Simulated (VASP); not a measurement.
**ZrSi3: single point with PBE**

ZrSi3:

```
CELL_PARAMETERS angstrom
4.00564 0.00000 0.00000
0.00000 4.00564 0.00000
0.00000 0.00000 4.00564
ATOMIC_POSITIONS crystal
Zr 0.00000 0.00000 0.00000
Si 0.00000 0.50000 0.50000
Si 0.50000 0.50000 0.00000
Si 0.50000 0.00000 0.50000
```

```yaml
Program: VASP 6.6.1
Task: single point
Functional: PBE
Potentials_or_basis: VASP PAW PBE potentials, release 64 (Zr_sv, Si)
Cutoff: 520 eV
k_mesh: 8 × 8 × 8
Occupations: gaussian, width 0.05 eV
Spin: no spin polarisation
```

* Pressure: -1.3 GPa
* Band gap on the k mesh: zero (bands 12 and 13 overlap by 2.36 eV)

Levels at points of the mesh, in eV from the Fermi level:
| k point | band 10 | band 11 | band 12 | band 13 | band 14 | band 15 |
| --- | --- | --- | --- | --- | --- | --- |
| (0.00, 0.00, 0.00) | -4.00 | -0.23 | -0.23 | -0.23 | 0.57 | 2.04 |
| (0.50, 0.00, 0.00) | -3.71 | -0.96 | -0.96 | -0.10 | 0.22 | 0.46 |
| (0.50, 0.50, 0.00) | -3.01 | -1.07 | -0.99 | 0.73 | 0.73 | 1.07 |
| (0.50, 0.50, 0.50) | -4.69 | -4.69 | 0.49 | 1.68 | 1.68 | 3.33 |

Run time: 48 s on 1 thread of AMD EPYC 7R13 (shared host), peak memory 0.16 GiB.
